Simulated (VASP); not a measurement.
# SnO (Romarchite) (P4/nmm) in VASP: a series of runs, part 2 of 2

VASP 6.6.1.

## Step 4: Single point, LDA

INCAR

```
SYSTEM = SnO
  PREC = Accurate
  ENCUT = 520
  EDIFF = 1E-7
  ISMEAR = 0
  SIGMA = 0.01
  LREAL = .False.
  LASPH = .True.
  NELM = 100
  ALGO = Normal
  ISIF = 2
  LWAVE = .False.
  LCHARG = .False.
  NBANDS = 28
```

KPOINTS

```
Automatic mesh
0
Gamma
  4 4 4
  0 0 0
```

POSCAR

```
SnO
1.0
    3.7986000000      0.0000000000      0.0000000000
    0.0000000000      3.7986000000      0.0000000000
    0.0000000000      0.0000000000      4.8408000000
Sn O
2 2
Direct
    0.5000000000      0.0000000000      0.2369000000
    0.0000000000      0.5000000000      0.7631000000
    0.0000000000      0.0000000000      0.0000000000
    0.5000000000      0.5000000000      0.0000000000
```

Potentials or basis: VASP PAW LDA potentials, release 64 (Sn_d, O).

Command:

```bash
$ cat potpaw_LDA.64/Sn_d/POTCAR potpaw_LDA.64/O/POTCAR > POTCAR
$ mpirun -np 1 vasp_std > vasp.out
```

OUTCAR:

```text
SYSTEM = SnO
   PREC = Accurate
   ENCUT = 520
   EDIFF = 1E-7
   ISMEAR = 0
   LREAL = .False.
   LASPH = .True.
   NELM = 100
   ISIF = 2

 ion  position               nearest neighbor table
   1  0.500  0.000  0.237-   3 2.22   4 2.22   4 2.22   3 2.22   2 3.53   2 3.53   2 3.53   2 3.53
                             2 3.70   2 3.70   2 3.70   2 3.70
   2  0.000  0.500  0.763-   3 2.22   4 2.22   3 2.22   4 2.22   1 3.53   1 3.53   1 3.53   1 3.53
                             1 3.70   1 3.70   1 3.70   1 3.70
   3  0.000  0.000  0.000-   1 2.22   2 2.22   2 2.22   1 2.22
   4  0.500  0.500  0.000-   1 2.22   2 2.22   1 2.22   2 2.22

  LATTYP: Found a simple tetragonal cell.
 ALAT       =     3.7986000000
 C/A-ratio  =     1.2743642395

  Lattice vectors:

 A1 = (   3.7986000000,   0.0000000000,   0.0000000000)
 A2 = (   0.0000000000,   3.7986000000,   0.0000000000)
 A3 = (   0.0000000000,   0.0000000000,   4.8408000000)

Analysis of symmetry for initial positions (statically):
=====================================================================
 Subroutine PRICEL returns:
 Original cell was already a primitive cell.

 Routine SETGRP: Setting up the symmetry group for a
 simple tetragonal supercell.

 Subroutine GETGRP returns: Found 16 space group operations
 (whereof  8 operations were pure point group operations)
 out of a pool of 16 trial point group operations.

The static configuration has the point symmetry D_2d.
 The point group associated with its full space group is D_4h.

Analysis of symmetry for dynamics (positions and initial velocities):
=====================================================================
 Subroutine PRICEL returns:
 Original cell was already a primitive cell.

 Routine SETGRP: Setting up the symmetry group for a
 simple tetragonal supercell.

 Subroutine GETGRP returns: Found 16 space group operations
[... 117 lines left out ...]
   EFERMI_NEDOS =   21; number of points for ismear=-14 and -15
   IALGO  =     38    algorithm
   IMIX   =      4    mixing-type and parameters
     AMIX     =   0.40;   BMIX     =  1.00
     AMIX_MAG =   1.60;   BMIX_MAG =  1.00
  volume/ion in A,a.u.               =      17.46       117.84
  Fermi-wavevector in a.u.,A,eV,Ry     =   1.359482  2.569048 25.146163  1.848191
  Thomas-Fermi vector in A             =   2.486226
   LORBIT       =      0    0 simple, 1 ext, 2 COOP (PROOUT), +10 PAW based schemes
   GGA     = CA    functional components
   LHFCALC =     F    Hartree Fock is set to
   AEXX    =    0.0000 exact exchange contribution
   IVDW    =     0    specifies the selected vdW correction
   LEPSILON=     F    determine dielectric tensor
   LRPA    =     F    only Hartree local field effects (RPA)
 non-spin polarized calculation
 Gauss-broadening in eV      SIGMA  =   0.01
  energy-cutoff  :      520.00
  volume of cell :       69.85
 maximum number of plane-waves:      1900
   NGX = 15   NGY = 15   NGZ = 19

 number of electron      39.9999994 magnetization

 Free energy of the ion-electron system (eV)
  ---------------------------------------------------
  ext. energy  EPLUGINS =         0.00000000
  ---------------------------------------------------
  free energy    TOTEN  =       -25.70142909 eV

  energy without entropy =      -25.70142909  energy(sigma->0) =      -25.70142909

 E-fermi :   6.9403     XC(G=0): -10.6761

 val. band max:        6.8617008548   @ k =   0.0000   0.0000   0.0000
 cond. band min:       6.9930707465   @ k =   0.5000   0.5000   0.0000
 fundamental gap:      0.1313698918
 Fermi energy:         6.9402936069

 k-point     1 :       0.0000    0.0000    0.0000
  band No.  band energies     occupation
      1     -14.9938      2.00000
      2     -14.5550      2.00000
      3     -14.5550      2.00000
      4     -14.5499      2.00000
      5     -14.4977      2.00000
      6     -14.4960      2.00000
[... 547 lines left out ...]
     27      16.8735      0.00000
     28      16.8735      0.00000

------------------------ aborting loop because EDIFF is reached ----------------------------------------

  FORCE on cell =-STRESS in cart. coord.  units (eV):
  Direction    XX          YY          ZZ          XY          YZ          ZX
  --------------------------------------------------------------------------------------
  -------------------------------------------------------------------------------------
  Total       -0.8488358     -0.8488358     -0.7386388      0.0000000      0.0000000      0.0000000
  in kB      -19.4701820    -19.4701820    -16.9425376      0.0000000      0.0000000      0.0000000
  external PRESSURE =     -18.6276338 kB  Pullay stress =       0.0000000 kB

 VOLUME and BASIS-vectors are now :
 -----------------------------------------------------------------------------
  energy-cutoff  :      520.00
  volume of cell :       69.85
      direct lattice vectors                 reciprocal lattice vectors
     3.798600000  0.000000000  0.000000000     0.263254883  0.000000000  0.000000000
     0.000000000  3.798600000  0.000000000     0.000000000  0.263254883  0.000000000
     0.000000000  0.000000000  4.840800000     0.000000000  0.000000000  0.206577425

 POSITION                                       TOTAL-FORCE (eV/Angst)
 -----------------------------------------------------------------------------------
      1.89930      0.00000      1.14679        -0.000000      0.000000      0.001293
      0.00000      1.89930      3.69401         0.000000      0.000000     -0.001293
      0.00000      0.00000      0.00000         0.000000      0.000000      0.000000
      1.89930      1.89930      0.00000         0.000000     -0.000000      0.000000
 -----------------------------------------------------------------------------------
    total drift:                                0.000000      0.000000      0.000000

  FREE ENERGIE OF THE ION-ELECTRON SYSTEM (eV)
  ---------------------------------------------------
  free  energy   TOTEN  =       -25.7014290880 eV

  energy  without entropy=      -25.7014290880  energy(sigma->0) =      -25.70142909
```

stdout:

```text
POSCAR found type information on POSCAR SnO
 POSCAR found :  2 types and       4 ions
 scaLAPACK will be used
 LDA part: xc-table for (Slater(with rela. corr.)+CA(PZ))
 , standard interpolation
 POSCAR, INCAR and KPOINTS ok, starting setup
 FFT: planning ... GRIDC
 FFT: planning ... GRID_SOFT
 FFT: planning ... GRID
 WAVECAR not read
 entering main loop
```

Wall time 63 s (1 thread of AMD EPYC 7R13, shared host); peak memory 0.13 GiB.

Results:

| Quantity | Value |
| --- | --- |
| Free energy | -25.7014 eV |
| Pressure | -1.9 GPa |
| Band gap on the k mesh | 0.13 eV, indirect (least direct gap 1.98 eV) |

Stress tensor (GPa, compression positive):
```
-1.95  0.00  0.00
 0.00 -1.95  0.00
 0.00  0.00 -1.69
```

Caveat: spin-orbit coupling is left out, which moves the levels of the heavy elements. A k mesh can miss the band edges.

## Step 5: Single point, LDA

INCAR

```
SYSTEM = SnO
ALGO = Normal
EDIFF = 1E-6
ENCUT = 520
ISIF = 2
ISMEAR = 0
LASPH = .True.
LCHARG = .False.
LREAL = .False.
LWAVE = .False.
NBANDS = 28
NELM = 80
PREC = Accurate
SIGMA = 0.01
```

KPOINTS

```
k-points
0
Gamma
  6 6 4
  0 0 0
```

POSCAR is that of step 4.

Potentials or basis: VASP PAW LDA potentials, release 64 (Sn_d, O).

Command:

```bash
$ cat potpaw_LDA.64/Sn_d/POTCAR potpaw_LDA.64/O/POTCAR > POTCAR
$ mpirun -np 1 vasp_std > vasp.out
```

OUTCAR:

```text
SYSTEM = SnO
   EDIFF = 1E-6
   ENCUT = 520
   ISIF = 2
   ISMEAR = 0
   LASPH = .True.
   LREAL = .False.
   NELM = 80
   PREC = Accurate

 ion  position               nearest neighbor table
   1  0.500  0.000  0.237-   3 2.22   4 2.22   4 2.22   3 2.22   2 3.53   2 3.53   2 3.53   2 3.53
                             2 3.70   2 3.70   2 3.70   2 3.70
   2  0.000  0.500  0.763-   3 2.22   4 2.22   3 2.22   4 2.22   1 3.53   1 3.53   1 3.53   1 3.53
                             1 3.70   1 3.70   1 3.70   1 3.70
   3  0.000  0.000  0.000-   1 2.22   2 2.22   2 2.22   1 2.22
   4  0.500  0.500  0.000-   1 2.22   2 2.22   1 2.22   2 2.22

  LATTYP: Found a simple tetragonal cell.
 ALAT       =     3.7986000000
 C/A-ratio  =     1.2743642395

  Lattice vectors:

 A1 = (   3.7986000000,   0.0000000000,   0.0000000000)
 A2 = (   0.0000000000,   3.7986000000,   0.0000000000)
 A3 = (   0.0000000000,   0.0000000000,   4.8408000000)

Analysis of symmetry for initial positions (statically):
=====================================================================
 Subroutine PRICEL returns:
 Original cell was already a primitive cell.

 Routine SETGRP: Setting up the symmetry group for a
 simple tetragonal supercell.

 Subroutine GETGRP returns: Found 16 space group operations
 (whereof  8 operations were pure point group operations)
 out of a pool of 16 trial point group operations.

The static configuration has the point symmetry D_2d.
 The point group associated with its full space group is D_4h.

Analysis of symmetry for dynamics (positions and initial velocities):
=====================================================================
 Subroutine PRICEL returns:
 Original cell was already a primitive cell.

 Routine SETGRP: Setting up the symmetry group for a
 simple tetragonal supercell.

 Subroutine GETGRP returns: Found 16 space group operations
 (whereof  8 operations were pure point group operations)
 out of a pool of 16 trial point group operations.

The dynamic configuration has the point symmetry D_2d.
 The point group associated with its full space group is D_4h.

 Subroutine INISYM returns: Found 16 space group operations
 (whereof  8 operations are pure point group operations),
 and found     1 'primitive' translations

----------------------------------------------------------------------------------------

                                     Primitive cell

  volume of cell :      69.8497

  direct lattice vectors                    reciprocal lattice vectors
     3.798600000  0.000000000  0.000000000     0.263254883  0.000000000  0.000000000
     0.000000000  3.798600000  0.000000000     0.000000000  0.263254883  0.000000000
     0.000000000  0.000000000  4.840800000     0.000000000  0.000000000  0.206577425

  length of vectors
     3.798600000  3.798600000  4.840800000     0.263254883  0.263254883  0.206577425

  position of ions in fractional coordinates (direct lattice)
     0.500000000  0.000000000  0.236900000
     0.000000000  0.500000000  0.763100000
     0.000000000  0.000000000  0.000000000
     0.500000000  0.500000000  0.000000000

  ion indices of the primitive-cell ions
   primitive index   ion index
                 1           1
                 2           2
                 3           3
                 4           4

----------------------------------------------------------------------------------------
[... 28 lines left out ...]
  0.166667  0.000000  0.000000      4.000000
  0.333333  0.000000  0.000000      4.000000
  0.500000  0.000000  0.000000      2.000000
  0.166667  0.166667  0.000000      4.000000
  0.333333  0.166667  0.000000      8.000000
[... 16 lines left out ...]
  0.333333  0.000000  0.500000      4.000000
  0.500000  0.000000  0.500000      2.000000
 [... further k-points ...]
   k-points           NKPTS =     30   k-points in BZ     NKDIM =     30   number of bands    NBANDS=     28
   number of dos      NEDOS =    301   number of ions     NIONS =      4
   total plane-waves  NPLWV =  28224
   dimension x,y,z NGX =    28 NGY =   28 NGZ =   36
   dimension x,y,z NGXF=    56 NGYF=   56 NGZF=   72
   ions per type =               2   2
   NGX,Y,Z   is equivalent  to a cutoff of  12.25, 12.25, 12.36 a.u.
   NGXF,Y,Z  is equivalent  to a cutoff of  24.51, 24.51, 24.73 a.u.
 SYSTEM =  SnO
   PREC   = accura    normal or accurate (medium, high low for compatibility)
   ISTART =      0    job   : 0-new  1-cont  2-samecut
   ICHARG =      2    charge: 1-file 2-atom 10-const
   ISPIN  =      1    spin polarized calculation?
   LNONCOLLINEAR =      F non collinear calculations
   LSORBIT =      F    spin-orbit coupling
   LASPH  =      T    aspherical Exc in radial PAW
   ENCUT  =  520.0 eV  38.22 Ry    6.18 a.u.   7.06  7.06  9.00*2*pi/ulx,y,z
   NELM   =     80;   NELMIN=  2; NELMDL= -5     # of ELM steps
   EDIFF  = 0.1E-05   stopping-criterion for ELM
   LREAL  =      F    real-space projection
   EDIFFG = 0.1E-04   stopping-criterion for IOM
   NSW    =      0    number of steps for IOM
   IBRION =     -1    ionic relax: 0-MD 1-quasi-New 2-CG
   NFREE  =      0    steps in history (QN), initial steepest desc. (CG)
   ISIF   =      2    stress and relaxation
   ISYM   =      2    0-nonsym 1-usesym 2-fastsym
   POTIM  = 0.5000    time-step for ionic-motion
   TEBEG  =    0.0;   TEEND  =   0.0 temperature during run
   PSTRESS=    0.0 pullay stress
   NELECT =      40.0000    total number of electrons
   NUPDOWN=      -1.0000    fix difference up-down
   EMIN   =  10.00;   EMAX   =-10.00  energy-range for DOS
   EFERMI =   0.00;   METHOD = LEGACY
   ISMEAR =     0;   SIGMA  =   0.01  broadening in eV -4-tet -1-fermi 0-gaus
   EFERMI_NEDOS =   21; number of points for ismear=-14 and -15
   IALGO  =     38    algorithm
   IMIX   =      4    mixing-type and parameters
     AMIX     =   0.40;   BMIX     =  1.00
     AMIX_MAG =   1.60;   BMIX_MAG =  1.00
  volume/ion in A,a.u.               =      17.46       117.84
  Fermi-wavevector in a.u.,A,eV,Ry     =   1.359482  2.569048 25.146163  1.848191
  Thomas-Fermi vector in A             =   2.486226
   LORBIT       =      0    0 simple, 1 ext, 2 COOP (PROOUT), +10 PAW based schemes
   GGA     = CA    functional components
   LHFCALC =     F    Hartree Fock is set to
   AEXX    =    0.0000 exact exchange contribution
   IVDW    =     0    specifies the selected vdW correction
   LEPSILON=     F    determine dielectric tensor
   LRPA    =     F    only Hartree local field effects (RPA)
 non-spin polarized calculation
 Gauss-broadening in eV      SIGMA  =   0.01
  energy-cutoff  :      520.00
  volume of cell :       69.85
 maximum number of plane-waves:      1902
   NGX = 15   NGY = 15   NGZ = 19

 number of electron      39.9999994 magnetization

 Free energy of the ion-electron system (eV)
  ---------------------------------------------------
  ext. energy  EPLUGINS =         0.00000000
  ---------------------------------------------------
  free energy    TOTEN  =       -25.71098089 eV

  energy without entropy =      -25.71098089  energy(sigma->0) =      -25.71098089

 E-fermi :   6.9203     XC(G=0): -10.6768

 val. band max:        6.8619886914   @ k =   0.0000   0.0000   0.0000
 cond. band min:       6.9909181734   @ k =   0.5000   0.5000   0.0000
 fundamental gap:      0.1289294821
 Fermi energy:         6.9202669969

 k-point     1 :       0.0000    0.0000    0.0000
  band No.  band energies     occupation
      1     -14.9962      2.00000
      2     -14.5586      2.00000
      3     -14.5586      2.00000
      4     -14.5530      2.00000
      5     -14.5010      2.00000
      6     -14.4996      2.00000
[... 733 lines left out ...]
     27      15.8183      0.00000
     28      15.8183      0.00000

 [... further k-points ...]

------------------------ aborting loop because EDIFF is reached ----------------------------------------

  FORCE on cell =-STRESS in cart. coord.  units (eV):
  Direction    XX          YY          ZZ          XY          YZ          ZX
  --------------------------------------------------------------------------------------
  -------------------------------------------------------------------------------------
  Total       -0.8733903     -0.8733903     -0.7582754      0.0000000      0.0000000      0.0000000
  in kB      -20.0334001    -20.0334001    -17.3929506      0.0000000      0.0000000      0.0000000
  external PRESSURE =     -19.1532503 kB  Pullay stress =       0.0000000 kB

 VOLUME and BASIS-vectors are now :
 -----------------------------------------------------------------------------
  energy-cutoff  :      520.00
  volume of cell :       69.85
      direct lattice vectors                 reciprocal lattice vectors
     3.798600000  0.000000000  0.000000000     0.263254883  0.000000000  0.000000000
     0.000000000  3.798600000  0.000000000     0.000000000  0.263254883  0.000000000
     0.000000000  0.000000000  4.840800000     0.000000000  0.000000000  0.206577425

 POSITION                                       TOTAL-FORCE (eV/Angst)
 -----------------------------------------------------------------------------------
      1.89930      0.00000      1.14679         0.000000      0.000000     -0.006523
      0.00000      1.89930      3.69401        -0.000000      0.000000      0.006523
      0.00000      0.00000      0.00000         0.000000     -0.000000      0.000000
      1.89930      1.89930      0.00000         0.000000      0.000000      0.000000
 -----------------------------------------------------------------------------------
    total drift:                                0.000000      0.000000      0.000000

  FREE ENERGIE OF THE ION-ELECTRON SYSTEM (eV)
  ---------------------------------------------------
  free  energy   TOTEN  =       -25.7109808882 eV

  energy  without entropy=      -25.7109808882  energy(sigma->0) =      -25.71098089
```

Run time: 95 s. Hardware: 1 thread of AMD EPYC 7R13, shared host; peak memory 0.15 GiB.

What came out:

```
Free energy            : -25.7110 eV
Pressure               : -1.9 GPa
Largest force          : 0.007 eV/Å
Band gap on the k mesh : 0.13 eV, indirect (least direct gap 1.98 eV)
```

Forces in eV/Å, atoms in the order of the input:
```
Sn   0.000  0.000 -0.007
Sn   0.000  0.000  0.007
O    0.000  0.000  0.000
O    0.000  0.000  0.000
```

Stress tensor (GPa, compression positive):
```
-2.00  0.00  0.00
 0.00 -2.00  0.00
 0.00  0.00 -1.74
```

Levels at points of the mesh, in eV from the valence-band top:
```tsv
k point	band 17	band 18	band 19	band 20	band 21	band 22	band 23	band 24
(0.00, 0.00, 0.00)	-3.48	-3.19	-3.19	0.00	2.08	4.21	4.74	4.74
(0.50, 0.00, 0.00)	-4.89	-4.89	-2.67	-2.67	3.17	3.17	5.91	5.91
(0.50, 0.50, 0.00)	-2.51	-2.51	-1.85	-1.85	0.13	0.13	4.42	4.42
(0.00, 0.00, 0.50)	-3.20	-3.20	-3.10	-2.17	1.53	2.96	2.96	3.69
(0.50, 0.00, 0.50)	-4.86	-4.86	-1.70	-1.70	2.58	2.58	5.43	5.43
(0.50, 0.50, 0.50)	-2.65	-2.65	-2.51	-2.51	2.41	2.41	4.00	4.00
```

Caveat: spin-orbit coupling is left out, which moves the levels of the heavy elements. A k mesh can miss the band edges.

## Step 6: The runs side by side

```csv
k mesh,gap on the mesh (eV),pressure (GPa),largest force (eV/Å)
2 × 2 × 2,0.08,-2.6,0.30
4 × 4 × 2,0.13,-1.8,0.04
4 × 4 × 4,0.13,-1.9,-
6 × 6 × 4,0.13,-1.9,0.01
```

Alike in all rows: task single point; level LDA; potentials or basis VASP PAW LDA potentials, release 64 (Sn_d, O); no spin polarisation; cell as given; cutoff (eV) 520; smearing gaussian 0.01 eV.

Caveats: some runs use coarse meshes; spin-orbit coupling is left out, which moves the levels of the heavy elements.

Absolute energies hang on the potentials; compare differences alone.
